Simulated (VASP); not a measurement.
## Ti: single point with PBE

Ti:

```
Ti
1.0
     2.99425    0.00000    0.00000
    -1.49712    2.59309    0.00000
     0.00000    0.00000    4.68600
Ti
2
Direct
  0.33333 0.66667 0.25000
  0.66667 0.33333 0.75000
```

This cell differs from its parent crystal: strain +0.0150 x Voigt [1, 1, 0, 0, 0, 0].

| Quantity | Value |
| --- | --- |
| Program | VASP 6.6.1 |
| Task | single point |
| Functional | PBE |
| Potentials or basis | VASP PAW PBE potentials, release 64 (Ti_sv) |
| Cutoff | 520 eV |
| k mesh | 18 × 18 × 10 |
| Occupations | gaussian, width 0.15 eV |
| Spin | no spin polarisation |
| Dipole correction | no |
| Further INCAR settings | ALGO = Fast; EDIFF = 1e-07; NBANDS = 19 |

```
Pressure               : -4.9 GPa
Band gap on the k mesh : zero (band 12 reaches 8.59 eV, above the bottom of band 13 at 7.53 eV)
```

Stress tensor (GPa, compression positive):
```
-5.25  0.00  0.00
 0.00 -5.25  0.00
 0.00  0.00 -4.21
```

Levels at points of the mesh, in eV from the Fermi level:
| k point | band 9 | band 10 | band 11 | band 12 | band 13 | band 14 | band 15 | band 16 |
| --- | --- | --- | --- | --- | --- | --- | --- | --- |
| (0.00, 0.00, 0.00) | -6.10 | -2.57 | 0.73 | 0.73 | 0.76 | 0.92 | 1.21 | 1.21 |
| (0.50, 0.00, 0.00) | -2.30 | -2.03 | -1.72 | -0.71 | 0.41 | 0.63 | 1.15 | 3.10 |
| (0.00, 0.00, 0.50) | -4.27 | -4.27 | 0.13 | 0.13 | 0.62 | 0.62 | 0.62 | 0.62 |
| (0.50, 0.00, 0.50) | -2.42 | -2.42 | -0.74 | -0.74 | 1.20 | 1.20 | 1.61 | 1.61 |

It took 5.7 min on 1 thread of AMD EPYC 9R45 96-Core Processor (Zen 5), with other jobs on the host, peak memory 0.22 GiB.

Caveat: the cell differs from its parent crystal (strain +0.0150 x Voigt [1, 1, 0, 0, 0, 0]).
